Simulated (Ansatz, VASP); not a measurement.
One calculation of NaScTe2, two programs

POSCAR

```
NaScTe2
1.0
    4.3099310224      0.0000000000      0.0000000000
    0.0000000000      4.3099310224      0.0000000000
    0.0000000000      0.0000000000      5.8991668735
Na Te Sc
1 2 1
Direct
    0.0000000000      0.0000000000      0.0000000000
    0.0000000000      0.0000000000      0.5000000000
    0.5000000000      0.5000000000      0.0000000000
    0.5000000000      0.5000000000      0.5000000000
```

INCAR.step1

```
SYSTEM = NaScTe2
PREC = Accurate ; ENCUT = 520
ISMEAR = -1 ; SIGMA = 0.02
LREAL = .False. ; LASPH = .True.
NELM = 80 ; NBANDS = 23
GGA = PE ; ALGO = Normal
EDIFF = 1E-4 ; LWAVE = .True.
LCHARG = .False.
```

Contents of INCAR.step2:

```
SYSTEM = NaScTe2
PREC = Accurate ; ENCUT = 520
EDIFF = 1E-6 ; ISMEAR = -1
SIGMA = 0.02 ; LREAL = .False.
LASPH = .True. ; NELM = 80
ALGO = Normal ; ISIF = 2
LWAVE = .False. ; LCHARG = .False.
METAGGA = R2SCAN ; LMIXTAU = .True.
NBANDS = 23 ; ISTART = 1
```

The input KPOINTS:

```
Automatic mesh
0
Gamma
  6 6 4
  0 0 0
```

Input for Ansatz:

```yaml
crystal:
  lattice:
    - [4.3099310224, 0.0, 0.0]
    - [0.0, 4.3099310224, 0.0]
    - [0.0, 0.0, 5.8991668735]
  atoms:
    - { symbol: Na, position: [0.0, 0.0, 0.0] }
    - { symbol: Te, position: [0.0, 0.0, 0.5] }
    - { symbol: Sc, position: [0.5, 0.5, 0.5] }
    - { symbol: Te, position: [0.5, 0.5, 0.0] }
kpoints:
  mp_grid: { grid: [6, 6, 4] }
  band_path:
    path:
      - [0.0, 0.0, 0.0]
      - [0.0, 0.5, 0.0]
      - [0.5, 0.5, 0.0]
      - [0.0, 0.0, 0.5]
      - [0.0, 0.5, 0.5]
      - [0.5, 0.5, 0.5]
      - [0.0, 0.0, 0.2]
    npoints: 1
hamiltonian:
  xc: r2scan
scf:
  occupations: { method: fermi_dirac, width: 0.02 }
  n_extra_bands: 5
output:
  forces: true
  stress: true
  eigenvalues: true
```

Alike in both runs: task single point; functional r2SCAN; k mesh 6 × 6 × 4; occupations fermi-dirac, width 0.02 eV; no spin polarisation.

|  | VASP | Ansatz |
| --- | --- | --- |
| version | VASP 6.6.1 | Ansatz 0.2.0 |
| potentials or method | VASP PAW PBE potentials, release 64 (Na_pv, Te, Sc_sv) | plane waves, PAW |
| plane-wave cutoff (eV) | 520 | 500 |
| valence electrons in the cell | 30 | 52 |

|  | VASP | Ansatz | Ansatz less VASP |
| --- | --- | --- | --- |
| pressure (GPa) | 0.0 | 0.0 | -0.01 |

VASP's potentials were made for PBE, not for r2SCAN. With one functional, cell and mesh, what is left measures potentials, basis and numerics. VASP's potentials hold 30 valence electrons a cell and Ansatz's 52, so a difference there can come from the potentials and not from the codes.

Spin-orbit coupling is off throughout.
